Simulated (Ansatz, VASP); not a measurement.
## Two plane-wave programs on Li

```
Li
1.0
     6.98000    0.00000    0.00000
     0.00000    6.98000    0.00000
     0.00000    0.00000    6.98000
Li
17
Direct
  0.99934 0.00969 0.01468
  0.46856 0.01121 0.02935
  0.98515 0.47728 0.04039
  0.99970 0.00992 0.49323
  0.26877 0.29396 0.23349
  0.52353 0.52756 0.99167
  0.40737 0.01747 0.44290
  0.72465 0.24274 0.26952
  0.00658 0.48118 0.47742
  0.23828 0.73231 0.23816
  0.24972 0.26920 0.75710
  0.51194 0.52316 0.51408
  0.74041 0.76643 0.26608
  0.76547 0.27425 0.75665
  0.25064 0.74300 0.75676
  0.85692 0.68398 0.76213
  0.62488 0.93214 0.70359
```

Alike in both runs: functional PBE; dispersion D3(BJ); k mesh 2 × 2 × 2; occupations fermi-dirac, width 0.1 eV; no spin polarisation.

Ansatz relaxed the structure, and its values are those at the end. VASP's run is a single point on that final structure, the one shown.

```csv
,VASP,Ansatz
version,VASP 6.6.1,Ansatz 0.2.0
potentials or method,"VASP PAW PBE potentials, release 64 (Li_sv), cutoff 520 eV","scalar-relativistic, plane waves, PAW"
valence electrons in the cell,51,51
```

|  | VASP | Ansatz | Ansatz less VASP |
| --- | --- | --- | --- |
| rms of the force components (eV/Å) | 0.029 | 0.029 | 0.0000 |

The k mesh is coarse, so the values compare programs but aren't converged. Noted on VASP's run: the cutoff is under 1.25 times that of the potentials, so the pressure is a little rough.
